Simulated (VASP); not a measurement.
# TiSi12N16 (a cell with a defect) in VASP: a series of runs, part 2 of 2

VASP 6.6.1. Earlier steps stand in the parts before.

## 3. Single point, PBE

INCAR reads:

```
PREC = Accurate ; ENCUT = 520
EDIFF = 1E-7 ; ISMEAR = -1
SIGMA = 0.01 ; LREAL = Auto
LASPH = T ; NELM = 60
ALGO = Normal ; ISIF = 2
LWAVE = F ; LCHARG = F
GGA = PE ; NELECT = 138.0
NBANDS = 90
```

KPOINTS reads:

```
Automatic mesh
0
Gamma
  1 1 1
  0.25 0.25 0.25
```

POSCAR reads:

```
TiSi12N16
1.0
    7.6633883341      0.0000000029      0.0000000000
   -3.8316941696      6.6366889750      0.0000000000
    0.0000000000      0.0000000000      5.8522780000
Si N Ti
12 16 1
Direct
    0.2300257103      0.8229503297      0.3755909732
    0.4096201152      0.2354442900      0.1314977141
    0.8255542447      0.5898621673      0.1298746642
    0.1763858094      0.4074421075      0.3753536676
    0.5919712218      0.7691412833      0.3738080370
    0.7636203488      0.1731613733      0.1296098173
    0.2349943266      0.8257149380      0.8706240458
    0.4066337862      0.2297284428      0.6264266023
    0.8222424309      0.5914491342      0.6248766456
    0.1730755131      0.4090126256      0.8703437382
    0.5889658662      0.7634104113      0.8687193498
    0.7686161713      0.1759250205      0.6246405278
    0.3330327614      0.6667022714      0.3649023018
    0.6660179051      0.3324089081      0.1272496045
    0.9685017253      0.6658108061      0.3777925814
    0.2817708809      0.9699620908      0.1233348788
    0.6850040169      0.7149359891      0.1206674441
    0.3316901230      0.3016435828      0.3789868237
    0.0296310907      0.3142265203      0.1225226530
    0.6969574204      0.0294424489      0.3765822098
    0.3325900765      0.6664738310      0.8730102898
    0.6655816097      0.3321623492      0.6353181828
    0.9689928723      0.6846576689      0.8777085008
    0.3016710247      0.9694251129      0.6236498703
    0.6668675683      0.6971799008      0.6212237446
    0.3136526483      0.2839964907      0.8795524880
    0.0301255363      0.3331219914      0.6224304614
    0.7168910796      0.0289139447      0.8769013484
   -0.0006937628     -0.0005655465      0.0000324895
```

Potentials or basis: VASP PAW PBE potentials, release 64 (Si, N, Ti_sv).

On the command line:

```
> cat potpaw_PBE.64/Si/POTCAR potpaw_PBE.64/N/POTCAR potpaw_PBE.64/Ti_sv/POTCAR > POTCAR
> mpirun -np 1 vasp_std > vasp.out
```

OUTCAR:

```text
PREC = Accurate
   ENCUT = 520
   EDIFF = 1E-7
   ISMEAR = -1
   LREAL = Auto
   LASPH = T
   NELM = 60
   ISIF = 2
   GGA = PE
   NELECT = 138.0

 ion  position               nearest neighbor table
   1  0.230  0.823  0.376-  13 1.73  24 1.75  15 1.75  16 1.78   7 2.90   7 2.96   4 3.00   5 3.00
                             3 3.05   8 3.08   9 3.08   2 3.09
   2  0.410  0.235  0.131-  14 1.72  18 1.74  16 1.76  26 1.77  29 2.84   8 2.90   8 2.96   3 2.98
                             6 2.98   4 3.05   1 3.09   7 3.13  10 3.13
   3  0.826  0.590  0.130-  14 1.72  15 1.73  17 1.76  23 1.77  29 2.83   9 2.90   9 2.96   2 2.98
                             6 2.98   1 3.05   5 3.10   7 3.12  11 3.13
   4  0.176  0.407  0.375-  13 1.73  27 1.74  18 1.74  19 1.78  10 2.90  10 2.96   5 3.00   1 3.00
                             2 3.05  12 3.08   8 3.09   6 3.10
   5  0.592  0.769  0.374-  13 1.73  20 1.74  25 1.75  17 1.78  11 2.90  11 2.96   4 3.00   1 3.00
                             6 3.05  12 3.08   9 3.09   3 3.10
   6  0.764  0.173  0.130-  14 1.72  20 1.73  19 1.77  28 1.77  29 2.83  12 2.90  12 2.96   2 2.98
                             3 2.98   5 3.05   4 3.10  10 3.12  11 3.13
   7  0.235  0.826  0.871-  21 1.72  24 1.73  23 1.77  16 1.77  29 2.83   1 2.90   1 2.96  11 2.98
                            10 2.98   8 3.05   9 3.10   3 3.12   2 3.13
   8  0.407  0.230  0.626-  22 1.73  24 1.74  18 1.75  26 1.78   2 2.90   2 2.96   9 3.00  12 3.00
                             7 3.05   1 3.08   4 3.09  10 3.10
   9  0.822  0.591  0.625-  22 1.73  15 1.74  25 1.74  23 1.78   3 2.90   3 2.96   8 3.00  12 3.00
[... 8 lines left out ...]
  14  0.666  0.332  0.127-   2 1.72   6 1.72   3 1.72
  15  0.969  0.666  0.378-   3 1.73   9 1.74   1 1.75
  16  0.282  0.970  0.123-   2 1.76   7 1.77   1 1.78
  17  0.685  0.715  0.121-   3 1.76  11 1.77   5 1.78
  18  0.332  0.302  0.379-   2 1.74   4 1.74   8 1.75
[... 8 lines left out ...]
  27  0.030  0.333  0.622-  10 1.73   4 1.74  12 1.75
  28  0.717  0.029  0.877-  11 1.76   6 1.77  12 1.78
  29  0.999  0.999  0.000-   7 2.83   6 2.83  10 2.83   3 2.83  11 2.84   2 2.84

  LATTYP: Found a hexagonal cell.
 ALAT       =     7.6633883341
 C/A-ratio  =     0.7636671593

  Lattice vectors:

 A1 = (   7.6633883341,   0.0000000029,   0.0000000000)
 A2 = (  -3.8316941696,   6.6366889750,   0.0000000000)
 A3 = (   0.0000000000,   0.0000000000,   5.8522780000)

Analysis of symmetry for initial positions (statically):
=====================================================================
 Subroutine PRICEL returns:
 Original cell was already a primitive cell.

 Routine SETGRP: Setting up the symmetry group for a
 hexagonal supercell.

 Subroutine GETGRP returns: Found  1 space group operations
 (whereof  1 operations were pure point group operations)
 out of a pool of 24 trial point group operations.

The static configuration has the point symmetry C_1 .

Analysis of symmetry for dynamics (positions and initial velocities):
=====================================================================
 Subroutine PRICEL returns:
 Original cell was already a primitive cell.

 Routine SETGRP: Setting up the symmetry group for a
 hexagonal supercell.

 Subroutine GETGRP returns: Found  1 space group operations
 (whereof  1 operations were pure point group operations)
 out of a pool of 24 trial point group operations.

The dynamic configuration has the point symmetry C_1 .

 Subroutine INISYM returns: Found  1 space group operations
 (whereof  1 operations are pure point group operations),
 and found     1 'primitive' translations

----------------------------------------------------------------------------------------
[... 112 lines left out ...]
   total plane-waves  NPLWV = 172800
   dimension x,y,z NGX =    60 NGY =   60 NGZ =   48
   dimension x,y,z NGXF=   120 NGYF=  120 NGZF=   96
   ions per type =              12  16   1
   NGX,Y,Z   is equivalent  to a cutoff of  13.02, 13.02, 13.64 a.u.
   NGXF,Y,Z  is equivalent  to a cutoff of  26.03, 26.03, 27.27 a.u.
 SYSTEM =  unknown system
   PREC   = accura    normal or accurate (medium, high low for compatibility)
   ISTART =      0    job   : 0-new  1-cont  2-samecut
   ICHARG =      2    charge: 1-file 2-atom 10-const
   ISPIN  =      1    spin polarized calculation?
   LNONCOLLINEAR =      F non collinear calculations
   LSORBIT =      F    spin-orbit coupling
   LASPH  =      T    aspherical Exc in radial PAW
   ENCUT  =  520.0 eV  38.22 Ry    6.18 a.u.  14.25 14.25 10.88*2*pi/ulx,y,z
   NELM   =     60;   NELMIN=  2; NELMDL= -5     # of ELM steps
   EDIFF  = 0.1E-06   stopping-criterion for ELM
   LREAL  =      T    real-space projection
   EDIFFG = 0.1E-05   stopping-criterion for IOM
   NSW    =      0    number of steps for IOM
   IBRION =     -1    ionic relax: 0-MD 1-quasi-New 2-CG
   NFREE  =      0    steps in history (QN), initial steepest desc. (CG)
   ISIF   =      2    stress and relaxation
   ISYM   =      2    0-nonsym 1-usesym 2-fastsym
   POTIM  = 0.5000    time-step for ionic-motion
   TEBEG  =    0.0;   TEEND  =   0.0 temperature during run
   PSTRESS=    0.0 pullay stress
   NELECT =     138.0000    total number of electrons
   NUPDOWN=      -1.0000    fix difference up-down
   EMIN   =  10.00;   EMAX   =-10.00  energy-range for DOS
   EFERMI =   0.00;   METHOD = LEGACY
   ISMEAR =    -1;   SIGMA  =   0.01  broadening in eV -4-tet -1-fermi 0-gaus
   EFERMI_NEDOS =   21; number of points for ismear=-14 and -15
   IALGO  =     38    algorithm
   IMIX   =      4    mixing-type and parameters
     AMIX     =   0.40;   BMIX     =  1.00
     AMIX_MAG =   1.60;   BMIX_MAG =  1.00
  volume/ion in A,a.u.               =      10.26        69.26
  Fermi-wavevector in a.u.,A,eV,Ry     =   1.267074  2.394423 21.843847  1.605477
  Thomas-Fermi vector in A             =   2.400242
   LORBIT       =      0    0 simple, 1 ext, 2 COOP (PROOUT), +10 PAW based schemes
   GGA     = PE    functional components
   LHFCALC =     F    Hartree Fock is set to
   AEXX    =    0.0000 exact exchange contribution
   IVDW    =     0    specifies the selected vdW correction
   LEPSILON=     F    determine dielectric tensor
   LRPA    =     F    only Hartree local field effects (RPA)
 non-spin polarized calculation
  energy-cutoff  :      520.00
  volume of cell :      297.64
 maximum number of plane-waves:      8005
 NGX is ok and might be reduce to    60
   NGX = 29   NGY = 29   NGZ = 21

 number of electron     137.9999995 magnetization

 Free energy of the ion-electron system (eV)
  ---------------------------------------------------
  ext. energy  EPLUGINS =         0.00000000
  ---------------------------------------------------
  free energy    TOTEN  =      -252.55924062 eV

  energy without entropy =     -252.54354821  energy(sigma->0) =     -252.55139441

 E-fermi :   9.4138     XC(G=0): -11.0164

 val. band max:        9.3441023301   @ k =   0.5000   0.2500   0.2500
 cond. band min:       9.4140567785   @ k =  -0.2500   0.5000   0.2500
 fundamental gap:      0.0699544485
 Fermi energy:         9.4137554064

 k-point     1 :       0.2500    0.2500    0.2500
  band No.  band energies     occupation
      1     -48.3154      2.00000
      2     -24.7305      2.00000
      3     -24.5988      2.00000
      4     -24.5861      2.00000
      5     -10.2538      2.00000
      6      -9.7874      2.00000
[... 493 lines left out ...]
     80      12.9265      0.00000
     81      13.2097      0.00000
 [bands above 81 left out]

------------------------ aborting loop because EDIFF is reached ----------------------------------------

  FORCE on cell =-STRESS in cart. coord.  units (eV):
  Direction    XX          YY          ZZ          XY          YZ          ZX
  --------------------------------------------------------------------------------------
  -------------------------------------------------------------------------------------
  Total      -18.8640984    -18.5419854    -19.2278667      0.0476967     -0.5560285     -0.1477914
  in kB     -101.5428594    -99.8089694   -103.5009745      0.2567449     -2.9930253     -0.7955408
  external PRESSURE =    -101.6176011 kB  Pullay stress =       0.0000000 kB

 VOLUME and BASIS-vectors are now :
 -----------------------------------------------------------------------------
  energy-cutoff  :      520.00
  volume of cell :      297.64
      direct lattice vectors                 reciprocal lattice vectors
     7.663388334  0.000000003  0.000000000     0.130490581  0.075338772  0.000000000
    -3.831694170  6.636688975  0.000000000    -0.000000000  0.150677545  0.000000000
     0.000000000  0.000000000  5.852278000     0.000000000  0.000000000  0.170873632

 POSITION                                       TOTAL-FORCE (eV/Angst)
 -----------------------------------------------------------------------------------
     -1.39052      5.46167      2.19806        -0.037573     -0.082279      0.033638
      2.23693      1.56257      0.76956        -0.127453      0.030556     -0.010193
      4.06637      3.91473      0.76006        -0.046234     -0.068265     -0.016725
     -0.20948      2.70407      2.19667         0.033103      0.041124     -0.020644
      1.58939      5.10455      2.18763         0.054746     -0.141835      0.008942
      5.18842      1.14922      0.75851         0.078994      0.060451     -0.076024
[... 21 lines left out ...]
      5.38303      0.19189      5.13187        -0.085482      0.083245      0.054620
      3.82854      6.63294      0.00019        -0.005785     -0.006084      0.002689
 -----------------------------------------------------------------------------------
    total drift:                               -0.008082     -0.013241      0.000502

  FREE ENERGIE OF THE ION-ELECTRON SYSTEM (eV)
  ---------------------------------------------------
  free  energy   TOTEN  =      -252.5592406198 eV

  energy  without entropy=     -252.5435482050  energy(sigma->0) =     -252.55139441
```

It took 5.8 min on 1 thread of Intel Xeon Platinum 8488C (Sapphire Rapids), shared host; peak memory 0.47 GiB.

Results:

```
Free energy   : -252.5592 eV
Largest force : 0.152 eV/Å
```

Forces on the atoms (eV/Å):
```
Si  -0.038 -0.082  0.034
Si  -0.127  0.031 -0.010
Si  -0.046 -0.068 -0.017
Si   0.033  0.041 -0.021
Si   0.055 -0.142  0.009
Si   0.079  0.060 -0.076
Si  -0.078 -0.059  0.078
Si  -0.053  0.141 -0.013
Si  -0.033 -0.046  0.018
Si   0.042  0.071  0.019
Si   0.132 -0.027  0.013
Si   0.034  0.084 -0.034
N   -0.045 -0.004  0.092
N    0.032  0.036 -0.086
N    0.104  0.085 -0.033
N    0.084 -0.083 -0.057
N    0.003  0.024  0.092
N    0.042  0.018 -0.041
N   -0.068 -0.092  0.010
N   -0.020  0.100  0.074
N   -0.032 -0.038  0.084
N    0.048  0.008 -0.092
N    0.068  0.093 -0.012
N    0.020 -0.098 -0.073
N   -0.040 -0.016  0.045
N   -0.001 -0.028 -0.093
N   -0.102 -0.086  0.033
N   -0.085  0.083  0.055
Ti  -0.006 -0.006  0.003
```

Levels at points of the mesh, in eV from the Fermi level:
```tsv
k point	band 66	band 67	band 68	band 69	band 70	band 71
(0.25, 0.25, 0.25)	-3.04	-2.85	-2.69	-0.07	0.00	0.33
```

Caveat: the k points lie up to 0.54 Å⁻¹ apart; the cell carries a net charge on a neutralising background, which shifts energy and pressure; the cell is charged against a uniform background, so pressure and absolute levels hang on convention.

## 4. Single point, PBE

INCAR reads:

```
SYSTEM = TiSi12N16
PREC = Accurate
ENCUT = 520
EDIFF = 1E-6
ISMEAR = -1
SIGMA = 0.01
LREAL = Auto
LASPH = .True.
NELM = 100
ALGO = Normal
ISIF = 2
LWAVE = .False.
LCHARG = .False.
GGA = PE
NBANDS = 90
NELECT = 138.0
```

KPOINTS is that of step 3.

POSCAR reads:

```
TiSi12N16
1.0
    7.6633883300      0.0000000000      0.0000000000
   -3.8316941700      6.6366889800      0.0000000000
    0.0000000000      0.0000000000      5.8522780000
Si N Ti
12 16 1
Direct
    0.2305390660      0.8231509242      0.3740984409
    0.4073316756      0.2303821068      0.1261532218
    0.8224966932      0.5918016946      0.1264651390
    0.1772871445      0.4078374041      0.3734483852
    0.5924498669      0.7691978230      0.3737801228
    0.7692466426      0.1764784959      0.1258137725
    0.2356318362      0.8259999208      0.8788590950
    0.4091963776      0.2352717518      0.6210913396
    0.8255178221      0.5896498676      0.6218182705
    0.1742438364      0.4099336407      0.8781232479
    0.5905688608      0.7643386319      0.8788432200
    0.7641663621      0.1736125141      0.6210270961
    0.3336962359      0.6671354422      0.3787128378
    0.6660849143      0.3324975256      0.1212486511
    0.9687358797      0.6657095449      0.3739570553
    0.3015881993      0.9696182198      0.1269017143
    0.6663621555      0.6965499192      0.1267442881
    0.3333702897      0.3030081015      0.3731618180
    0.0310236977      0.3339831891      0.1259895381
    0.6982113080      0.0299976517      0.3729852657
    0.3336759022      0.6670879111      0.8697787679
    0.6660906544      0.3325038145      0.6300633782
    0.9694659241      0.6854499026      0.8740468169
    0.2828026969      0.9701131744      0.6270360000
    0.6862168247      0.7157643686      0.6270241436
    0.3135748684      0.2838550995      0.8728909476
    0.0303102243      0.3141497532      0.6258613793
    0.7169758857      0.0295158224      0.8728821153
   -0.0001020743     -0.0002038345     -0.2498383598
```

On the command line:

```
> cat potpaw_PBE.64/Si/POTCAR potpaw_PBE.64/N/POTCAR potpaw_PBE.64/Ti_sv/POTCAR > POTCAR
> mpirun -np 1 vasp_std > vasp.out
```

It took 5.5 min on 1 thread of Intel Xeon Platinum 8488C (Sapphire Rapids), shared host; peak memory 0.46 GiB.

Results (log left out):

| Item | Value |
| --- | --- |
| Free energy | -252.5635 eV |
| Largest force | 0.153 eV/Å |

Forces on the atoms (eV/Å):
```
Si  -0.090 -0.110  0.007
Si  -0.039  0.059 -0.044
Si   0.032 -0.041  0.028
Si  -0.029  0.035 -0.025
Si   0.037 -0.051  0.044
Si   0.085  0.110 -0.006
Si  -0.065 -0.062  0.048
Si   0.010  0.089 -0.012
Si   0.021 -0.031 -0.010
Si  -0.023  0.036  0.007
Si  -0.009 -0.087  0.007
Si   0.065  0.061 -0.048
N   -0.042 -0.018  0.060
N    0.044  0.017 -0.063
N    0.111  0.104 -0.016
N    0.039 -0.058 -0.031
N   -0.001  0.015 -0.020
N   -0.001 -0.010  0.021
N   -0.106 -0.104  0.012
N   -0.039  0.053  0.033
N   -0.010  0.002  0.087
N    0.011  0.000 -0.082
N    0.066  0.069 -0.089
N    0.032 -0.076 -0.004
N   -0.030  0.025 -0.007
N    0.029 -0.026  0.014
N   -0.064 -0.066  0.094
N   -0.032  0.075  0.006
Ti  -0.001 -0.009 -0.010
```

Levels at points of the mesh, in eV from the Fermi level:
| k point | band 66 | band 67 | band 68 | band 69 | band 70 | band 71 |
| --- | --- | --- | --- | --- | --- | --- |
| (0.25, 0.25, 0.25) | -3.11 | -2.82 | -2.67 | 0.00 | 0.03 | 0.39 |

Caveat: the k points lie up to 0.54 Å⁻¹ apart; the cell carries a net charge on a neutralising background, which shifts energy and pressure; the cell is charged against a uniform background, so pressure and absolute levels hang on convention.
